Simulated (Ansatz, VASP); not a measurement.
# Two plane-wave programs on ZnSe

```
CELL_PARAMETERS angstrom
0.00000 2.85860 2.85860
2.85860 0.00000 2.85860
2.85860 2.85860 0.00000
ATOMIC_POSITIONS crystal
Zn 0.00000 0.00000 0.00000
Se 0.75000 0.75000 0.75000
```

Alike in both runs: task single point; functional PBE; k mesh 8 × 8 × 8; occupations gaussian, width 0.02 eV; no spin polarisation.

|  | VASP | Ansatz |
| --- | --- | --- |
| version | VASP 6.6.1 | Ansatz 0.2.0 |
| potentials or method | VASP PAW PBE potentials, release 64 (Zn, Se), cutoff 520 eV | scalar-relativistic, plane waves, PAW |
| valence electrons in the cell | 18 | 28 |

```csv
,VASP,Ansatz,Ansatz less VASP
gap on the k mesh at the Fermi level (eV),1.19,1.18,-0.001
least direct gap on the mesh (eV),1.19,1.18,-0.001
pressure (GPa),0.7,0.5,-0.22
```

VASP's potentials hold 18 valence electrons a cell and Ansatz's 28, so a difference there can come from the potentials and not from the codes.
